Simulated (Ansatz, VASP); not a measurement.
One calculation of Ge, two programs

The input INCAR:

```
ALGO = Normal ; DIPOL = 0.5 0.5 0.457
EDIFF = 1E-6 ; ENCUT = 520
GGA = PE ; IDIPOL = 3
ISIF = 2 ; ISMEAR = 0
IVDW = 12 ; LASPH = T
LCHARG = F ; LDIPOL = T
LREAL = Auto ; LWAVE = F
NBANDS = 126 ; NELM = 80
PREC = Accurate ; SIGMA = 0.1
```

The input KPOINTS:

```
k-points
0
Gamma
  3 3 1
```

Contents of POSCAR:

```
Ge
1.0
    8.0601468099      0.0000000000      0.0000000000
   -4.0300734049      6.9802918956      0.0000000000
    0.0000000000      0.0000000000     22.1135764450
Ge
16
Direct
    0.6666666667      0.3333333333      0.3617687089
    0.6666666667      0.8333333333      0.3617687089
    0.1666666667      0.3333333333      0.3617687089
    0.1666666667      0.8333333333      0.3617687089
    0.5000000000      0.5000000000      0.3989691723
    0.5000000000      0.0000000000      0.3989691723
    0.0000000000      0.5000000000      0.3989691723
    0.0000000000      0.0000000000      0.3989691723
   -0.0017155614      0.4962762140      0.5166409204
   -0.0018360055     -0.0040575117      0.5164039525
    0.4981661325      0.4960346188      0.5163920279
    0.4979154174     -0.0037435905      0.5165856218
    0.8312939367      0.6628845759      0.5518398792
    0.8315588430      0.1626715163      0.5516457367
    0.3318847101      0.6628772011      0.5517960379
    0.3312983170      0.1631027562      0.5519043682
```

Input for Ansatz:

```yaml
crystal:
  lattice:
    - [8.0601468099, 0.0, 0.0]
    - [-4.0300734049, 6.9802918956, 0.0]
    - [0.0, 0.0, 22.113576445]
  atoms:
    - { symbol: Ge, position: [0.6666666667, 0.3333333333, 0.3617687089] }
    - { symbol: Ge, position: [0.6666666667, 0.8333333333, 0.3617687089] }
    - { symbol: Ge, position: [0.1666666667, 0.3333333333, 0.3617687089] }
    - { symbol: Ge, position: [0.1666666667, 0.8333333333, 0.3617687089] }
    - { symbol: Ge, position: [0.5, 0.5, 0.3989691723] }
    - { symbol: Ge, position: [0.5, 0.0, 0.3989691723] }
    - { symbol: Ge, position: [0.0, 0.5, 0.3989691723] }
    - { symbol: Ge, position: [0.0, 0.0, 0.3989691723] }
    - { symbol: Ge, position: [-0.0017155614, 0.496276214, 0.5166409204] }
    - { symbol: Ge, position: [-0.0018360055, -0.0040575117, 0.5164039525] }
    - { symbol: Ge, position: [0.4981661325, 0.4960346188, 0.5163920279] }
    - { symbol: Ge, position: [0.4979154174, -0.0037435905, 0.5165856218] }
    - { symbol: Ge, position: [0.8312939367, 0.6628845759, 0.5518398792] }
    - { symbol: Ge, position: [0.831558843, 0.1626715163, 0.5516457367] }
    - { symbol: Ge, position: [0.3318847101, 0.6628772011, 0.5517960379] }
    - { symbol: Ge, position: [0.331298317, 0.1631027562, 0.5519043682] }
basis:
  ecutwfc: 420
kpoints:
  mp_grid: { grid: [3, 3, 1] }
hamiltonian:
  xc: pbe
  dispersion: d3bj
scf:
  occupations: { method: gaussian, width: 0.1 }
output:
  forces: true
  eigenvalues: true
  write_density: true
  volumetric_format: npy
efield:
  axis: 3
  dipole_correction: true
  ramp_width: 0.04
```

Alike in both runs: task single point; functional PBE; dispersion D3(BJ); k mesh 3 × 3 × 1; occupations gaussian, width 0.1 eV; no spin polarisation.

```csv
,VASP,Ansatz
version,VASP 6.6.1,Ansatz 0.2.0
potentials or method,"VASP PAW PBE potentials, release 64 (Ge_d), cutoff 520 eV","scalar-relativistic, plane waves, PAW"
valence electrons in the cell,224,224
```

```csv
,VASP,Ansatz,Ansatz less VASP
gap on the k mesh at the Fermi level (eV),none,none,-
rms of the force components (eV/Å),0.051,0.051,+0.0004
```

Atom by atom the forces differ by 0.001 eV/Å (rms over components). A gap of «none» marks a metal or a gap that the smearing closes.
